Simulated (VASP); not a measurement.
Here is a VASP 6.6.1 calculation.

Contents of POSCAR:

```
GdN
1.0
    0.0000000000      2.5030472902      2.5030472902
    2.5030472902      0.0000000000      2.5030472902
    2.5030472902      2.5030472902      0.0000000000
Gd N
1 1
Direct
    0.0000000000      0.0000000000      0.0000000000
    0.5000000000      0.5000000000      0.5000000000
```

File INCAR.step1:

```
SYSTEM = GdN
ALGO = Normal ; EDIFF = 1E-4
ENCUT = 520 ; GGA = PE
ISMEAR = 0 ; ISPIN = 2
LASPH = .TRUE. ; LCHARG = .FALSE.
LMAXMIX = 6 ; LREAL = .FALSE.
LWAVE = .TRUE. ; MAGMOM = 7.62 0
NBANDS = 22 ; NELM = 150
PREC = Accurate ; SIGMA = 0.05
```

INCAR.step2

```
SYSTEM = GdN
ALGO = Normal ; EDIFF = 1E-6
ENCUT = 520 ; ISIF = 2
ISMEAR = 0 ; ISPIN = 2
ISTART = 1 ; LASPH = .TRUE.
LCHARG = .FALSE. ; LMAXMIX = 6
LMIXTAU = .TRUE. ; LORBIT = 11
LREAL = .FALSE. ; LWAVE = .FALSE.
MAGMOM = 7.62 0 ; METAGGA = R2SCAN
NBANDS = 22 ; NELM = 150
PREC = Accurate ; SIGMA = 0.05
```

File KPOINTS:

```
k-points
0
G
  12 12 12
  0 0 0
```

Potentials or basis: VASP PAW PBE potentials, release 64 (Gd, N).

Launch:

```bash
$ cat potpaw_PBE.64/Gd/POTCAR potpaw_PBE.64/N/POTCAR > POTCAR
$ cp INCAR.step1 INCAR
$ mpirun -np 1 vasp_std > vasp.out
$ cp INCAR.step2 INCAR
$ mpirun -np 1 vasp_std > vasp.out
```

Predict the pressure.

-3.0 GPa.

Estimate the net moment.

7.00 μB per cell.

What does it give for the site moments?

Gd +6.79; N -0.12 μB.

Caveat: the PAW data sets were made with another functional, which shifts forces and pressure a little; a cell with one magnetic atom can't hold antiferromagnetic order, which such compounds often take. The state reached can hang on the start; a lower one may exist.
